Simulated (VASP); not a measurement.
# FeNi3 (Awaruite) (Pm-3m) in VASP: further runs

Runs on FeNi3 (Awaruite). Level: PBE. Tasks: single point.

Program: VASP 6.6.1. These are calculated values, not measurements. Logs are shortened: lines on timing, memory, paths and dates and some standing lists are left out, and cuts for length are marked.

## 1. The cell of the first run

The structure is cubic, space group Pm-3m (No. 221). The conventional cell has a = 3.545 Å, b = 3.545 Å, c = 3.545 Å, α = 90.00°, β = 90.00°, γ = 90.00°. Within 3.3 Å of Fe (site symmetry m-3m) lie 12 Ni at 2.51 Å. Ni (site symmetry 4/mmm) has 4 Fe at 2.51 Å and 8 Ni at 2.51 Å within 3.3 Å.

## 2. Single point, PBE, collinear spin, ferrimagnetic start

Contents of INCAR:

```
SYSTEM = FeNi3
PREC = Accurate
ENCUT = 600
EDIFF = 1E-6
ISMEAR = -1
SIGMA = 0.05
LREAL = .False.
LASPH = .True.
NELM = 200
ALGO = Normal
ISIF = 2
LWAVE = .False.
LCHARG = .True.
ISPIN = 2
MAGMOM = 4.5 -2 2 -2
LORBIT = 11
LMAXMIX = 4
GGA = PE
LELF = .True.
LVHAR = .True.
NBANDS = 31
GGA_COMPAT = .False.
```

Contents of KPOINTS:

```
regular mesh
0
Gamma
  7 7 7
  0 0 0
```

Contents of POSCAR:

```
FeNi3
1.0
    3.5450000000      0.0000000000      0.0000000000
    0.0000000000      3.5450000000      0.0000000000
    0.0000000000      0.0000000000      3.5450000000
Fe Ni
1 3
Direct
    0.0000000000      0.0000000000      0.0000000000
    0.0000000000      0.5000000000      0.5000000000
    0.5000000000      0.0000000000      0.5000000000
    0.5000000000      0.5000000000      0.0000000000
```

Potentials or basis: VASP PAW PBE potentials, release 64 (Fe, Ni).

On the command line:

```
$ cat potpaw_PBE.64/Fe/POTCAR potpaw_PBE.64/Ni/POTCAR > POTCAR
$ mpirun -np 1 vasp_std > vasp.out
```

OUTCAR:

```text
SYSTEM = FeNi3
   PREC = Accurate
   ENCUT = 600
   EDIFF = 1E-6
   ISMEAR = -1
   LREAL = .False.
   LASPH = .True.
   NELM = 200
   ISIF = 2
   ISPIN = 2
   LORBIT = 11
   GGA = PE

 ion  position               nearest neighbor table
   1  0.000  0.000  0.000-   2 2.51   3 2.51   4 2.51   2 2.51   3 2.51   2 2.51   4 2.51   2 2.51
                             3 2.51   4 2.51   3 2.51   4 2.51
   2  0.000  0.500  0.500-   1 2.51   3 2.51   4 2.51   1 2.51   4 2.51   1 2.51   3 2.51   1 2.51
                             3 2.51   4 2.51   4 2.51   3 2.51
   3  0.500  0.000  0.500-   1 2.51   2 2.51   4 2.51   1 2.51   4 2.51   2 2.51   4 2.51   4 2.51
                             1 2.51   2 2.51   1 2.51   2 2.51
   4  0.500  0.500  0.000-   1 2.51   2 2.51   3 2.51   2 2.51   3 2.51   1 2.51   3 2.51   3 2.51
                             1 2.51   2 2.51   2 2.51   1 2.51

  LATTYP: Found a simple cubic cell.
 ALAT       =     3.5450000000

  Lattice vectors:

 A1 = (   3.5450000000,   0.0000000000,   0.0000000000)
 A2 = (   0.0000000000,   3.5450000000,   0.0000000000)
 A3 = (   0.0000000000,   0.0000000000,   3.5450000000)

Analysis of symmetry for initial positions (statically):
=====================================================================
 Subroutine PRICEL returns:
 Original cell was already a primitive cell.

 Routine SETGRP: Setting up the symmetry group for a
 simple cubic supercell.

 Subroutine GETGRP returns: Found 48 space group operations
 (whereof 48 operations were pure point group operations)
 out of a pool of 48 trial point group operations.

The static configuration has the point symmetry O_h .

Analysis of symmetry for dynamics (positions and initial velocities):
=====================================================================
 Subroutine PRICEL returns:
 Original cell was already a primitive cell.

 Routine SETGRP: Setting up the symmetry group for a
 simple cubic supercell.

 Subroutine GETGRP returns: Found 48 space group operations
 (whereof 48 operations were pure point group operations)
 out of a pool of 48 trial point group operations.

The dynamic configuration has the point symmetry O_h .

Analysis of structural, dynamic, and magnetic symmetry:
=====================================================================
 Subroutine PRICEL returns:
 Original cell was already a primitive cell.

 Routine SETGRP: Setting up the symmetry group for a
 simple cubic supercell.

 Subroutine GETGRP returns: Found 16 space group operations
 (whereof 16 operations were pure point group operations)
 out of a pool of 48 trial point group operations.

[... 132 lines left out ...]
   IVDW    =     0    specifies the selected vdW correction
   LEPSILON=     F    determine dielectric tensor
   LRPA    =     F    only Hartree local field effects (RPA)
 spin polarized calculation
  energy-cutoff  :      600.00
  volume of cell :       44.55
 maximum number of plane-waves:      1503
   NGX = 15   NGY = 15   NGZ = 15

 number of electron      37.9999985 magnetization       4.8978413

 Free energy of the ion-electron system (eV)
  ---------------------------------------------------
  ext. energy  EPLUGINS =         0.00000000
  ---------------------------------------------------
  free energy    TOTEN  =       -25.00630582 eV

  energy without entropy =      -24.97989749  energy(sigma->0) =      -24.99310165

 E-fermi :   8.5650     XC(G=0): -13.1429

 val. band max:        8.5597974096   @ k =   0.4286   0.1429   0.1429
 cond. band min:       8.5675701136   @ k =   0.2857   0.1429   0.2857
 fundamental gap:      0.0077727040
 Fermi energy:         8.5650454911

 spin component 1

 k-point     1 :       0.0000    0.0000    0.0000
  band No.  band energies     occupation
      1      -0.4962      1.00000
      2       3.2755      1.00000
      3       3.2755      1.00000
      4       3.9415      1.00000
      5       4.0078      1.00000
      6       4.0078      1.00000
[... 805 lines left out ...]
     30      22.9997      0.00000
     31      23.4473      0.00000

 [... further k-points ...]

 spin component 2

 k-point     1 :       0.0000    0.0000    0.0000
  band No.  band energies     occupation
      1      -0.4533      1.00000
      2       4.3353      1.00000
      3       4.3353      1.00000
      4       4.3365      1.00000
      5       5.0345      1.00000
      6       5.0345      1.00000
[... 805 lines left out ...]
     30      23.3336      0.00000
     31      23.5645      0.00000

 [... further k-points ...]

------------------------ aborting loop because EDIFF is reached ----------------------------------------

  FORCE on cell =-STRESS in cart. coord.  units (eV):
  Direction    XX          YY          ZZ          XY          YZ          ZX
  --------------------------------------------------------------------------------------
  -------------------------------------------------------------------------------------
  Total        0.0261651      0.0260955      0.0261651     -0.0000000      0.0000000      0.0000000
  in kB        0.9409900      0.9384852      0.9409900     -0.0000000      0.0000000      0.0000000
  external PRESSURE =       0.9401550 kB  Pullay stress =       0.0000000 kB

 VOLUME and BASIS-vectors are now :
 -----------------------------------------------------------------------------
  energy-cutoff  :      600.00
  volume of cell :       44.55
      direct lattice vectors                 reciprocal lattice vectors
     3.545000000  0.000000000  0.000000000     0.282087447  0.000000000  0.000000000
     0.000000000  3.545000000  0.000000000     0.000000000  0.282087447  0.000000000
     0.000000000  0.000000000  3.545000000     0.000000000  0.000000000  0.282087447

 POSITION                                       TOTAL-FORCE (eV/Angst)
 -----------------------------------------------------------------------------------
      0.00000      0.00000      0.00000         0.000000      0.000000      0.000000
      0.00000      1.77250      1.77250         0.000000      0.000000      0.000000
      1.77250      0.00000      1.77250         0.000000      0.000000      0.000000
      1.77250      1.77250      0.00000         0.000000      0.000000      0.000000
 -----------------------------------------------------------------------------------
    total drift:                                0.000000      0.000000      0.000000

  FREE ENERGIE OF THE ION-ELECTRON SYSTEM (eV)
  ---------------------------------------------------
  free  energy   TOTEN  =       -25.0063058188 eV

  energy  without entropy=      -24.9798974892  energy(sigma->0) =      -24.99310165

 total charge

# of ion       s       p       d       tot
------------------------------------------
    1        0.475   0.501   6.112   7.087
    2        0.505   0.509   8.321   9.335
    3        0.505   0.509   8.321   9.335
    4        0.505   0.509   8.321   9.335
--------------------------------------------------
tot          1.990   2.028  31.076  35.093

 magnetization (x)

# of ion       s       p       d       tot
------------------------------------------
    1        0.013  -0.000   2.911   2.924
    2       -0.014  -0.044   0.726   0.668
    3       -0.014  -0.044   0.726   0.668
    4       -0.014  -0.044   0.726   0.668
--------------------------------------------------
tot         -0.029  -0.132   5.088   4.928
```

OSZICAR:

```text
N       E                     dE             d eps       ncg     rms          rms(c)
DAV:   1     0.259697566897E+03    0.25970E+03   -0.18481E+04  5248   0.190E+03
DAV:   2    -0.996615621567E+01   -0.26966E+03   -0.25388E+03  4974   0.335E+02
DAV:   3    -0.276894764430E+02   -0.17723E+02   -0.17042E+02  5464   0.113E+02
[... 11 lines left out ...]
DAV:  15    -0.250062853231E+02   -0.13004E-04   -0.42751E-04  6610   0.601E-01    0.750E-02
DAV:  16    -0.250063199830E+02   -0.34660E-04   -0.12636E-04  6168   0.131E-01    0.663E-02
DAV:  17    -0.250063059937E+02    0.13989E-04   -0.41997E-05  6912   0.163E-01    0.206E-02
DAV:  18    -0.250063077195E+02   -0.17258E-05   -0.46059E-06  4648   0.255E-02    0.181E-02
DAV:  19    -0.250063064554E+02    0.12641E-05   -0.15081E-06  2907   0.296E-02    0.516E-03
DAV:  20    -0.250063058188E+02    0.63651E-06   -0.36485E-07  2669   0.106E-02
   1 F= -.25006306E+02 E0= -.24993102E+02  d E =-.264083E-01  mag=     4.8982
```

stdout:

```text
POSCAR found type information on POSCAR FeNi
 POSCAR found :  2 types and       4 ions
 scaLAPACK will be used
 LDA part: xc-table for (Slater+PW92), standard interpolation
 POSCAR, INCAR and KPOINTS ok, starting setup
 FFT: planning ... GRIDC
 FFT: planning ... GRID_SOFT
 FFT: planning ... GRID
 WAVECAR not read
 entering main loop
```

It took 3.3 min on 1 thread of AMD EPYC 7R43 (Zen 3), shared host; peak memory 0.2 GiB.

Results:

```yaml
Free_energy: -25.0063 eV
Pressure: 0.1 GPa
Net_moment: 4.90 μB per cell
Site_moments: Fe +2.92; Ni +0.67 μB
Valence_electrons_inside_the_program's_atomic_spheres: Fe 7.09; Ni 9.34
```

Levels at points of the mesh, in eV from the Fermi level:
Spin up:
| k point | band 19 | band 20 | band 21 | band 22 | band 23 | band 24 |
| --- | --- | --- | --- | --- | --- | --- |
| (0.00, 0.00, 0.00) | -0.66 | -0.66 | -0.66 | 2.25 | 2.25 | 2.25 |
Spin down:
| k point | band 14 | band 15 | band 16 | band 17 | band 18 | band 19 | band 20 | band 21 |
| --- | --- | --- | --- | --- | --- | --- | --- | --- |
| (0.00, 0.00, 0.00) | 0.30 | 0.30 | 0.30 | 1.01 | 1.01 | 1.26 | 1.27 | 1.27 |

## 3. Single point, PBE, collinear spin, ferrimagnetic start

Contents of INCAR:

```
PREC = Accurate ; ENCUT = 600
EDIFF = 1E-6 ; ISMEAR = -1
SIGMA = 0.05 ; LREAL = False
LASPH = True ; NELM = 200
ALGO = Normal ; ISIF = 2
LWAVE = False ; LCHARG = False
ISPIN = 2 ; MAGMOM = 4.5 -2 2 -2
LORBIT = 11 ; LMAXMIX = 4
GGA = PE ; NBANDS = 31
GGA_COMPAT = False
```

Contents of KPOINTS:

```
regular mesh
0
Gamma
  7 7 7
```

POSCAR is that of step 2.

Potentials or basis: VASP PAW PBE potentials, release 64 (Fe, Ni).

On the command line:

```
$ cat potpaw_PBE.64/Fe/POTCAR potpaw_PBE.64/Ni/POTCAR > POTCAR
$ mpirun -np 1 vasp_std > vasp.out
```

Wall time 2.6 min (1 thread of AMD EPYC 7R43 (Zen 3), shared host); peak memory 0.2 GiB.

Results (log left out):

| Quantity | Value |
| --- | --- |
| Free energy | -25.0063 eV |
| Pressure | 0.1 GPa |
| Net moment | 4.90 μB per cell |
| Site moments | Fe +2.92; Ni +0.67 μB |
| Valence electrons inside the program's atomic spheres | Fe 7.09; Ni 9.34 |

Levels at points of the mesh, in eV from the Fermi level:
Spin up:
```csv
k point,band 17,band 18,band 19,band 20,band 21,band 22,band 23,band 24,band 25,band 26
"(0.00, 0.00, 0.00)",-0.73,-0.73,-0.66,-0.66,-0.66,2.25,2.25,2.25,8.84,8.84
```
Spin down:
| k point | band 14 | band 15 | band 16 | band 17 | band 18 | band 19 | band 20 | band 21 |
| --- | --- | --- | --- | --- | --- | --- | --- | --- |
| (0.00, 0.00, 0.00) | 0.30 | 0.30 | 0.30 | 1.01 | 1.01 | 1.26 | 1.27 | 1.27 |
